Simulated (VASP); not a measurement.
Input of a VASP 6.6.1 run:

File INCAR:

```
  PREC = Accurate
  ENCUT = 520
  EDIFF = 1E-7
  ISMEAR = 0
  SIGMA = 0.05
  LREAL = False
  LASPH = True
  NELM = 80
  ALGO = Normal
  ISIF = 2
  LWAVE = False
  LCHARG = False
  GGA = PS
  IVDW = 12
  NBANDS = 20
```

File KPOINTS:

```
Automatic mesh
0
Gamma
  12 12 2
```

Contents of POSCAR:

```
WSe2
1.0
    3.3179375931      0.0000000000      0.0000000000
   -1.6589687966      3.0458233384      0.0000000000
    0.0000000000      0.0000000000     16.6581424200
W Se
1 2
Direct
    0.0000000000      0.0000000000      0.0000000000
    0.3333333333      0.6666666667      0.0997865200
    0.3333333333      0.6666666667      0.9002134800
```

Potentials or basis: VASP PAW PBE potentials, release 64 (W_sv, Se).

Command:

```sh
$ cat potpaw_PBE.64/W_sv/POTCAR potpaw_PBE.64/Se/POTCAR > POTCAR
$ mpirun -np 1 vasp_std > vasp.out
```

(1) Estimate the largest force.

(2) Estimate the dispersion energy per atom.

Answers

(1) 0.715 eV/Å.

(2) -0.264 eV.

Caveat: the cell differs from its parent crystal (strain +0.0600 x Voigt [0, 1, 0, 0, 0, 0]); the PAW data sets were made with another functional, which shifts forces and pressure a little.
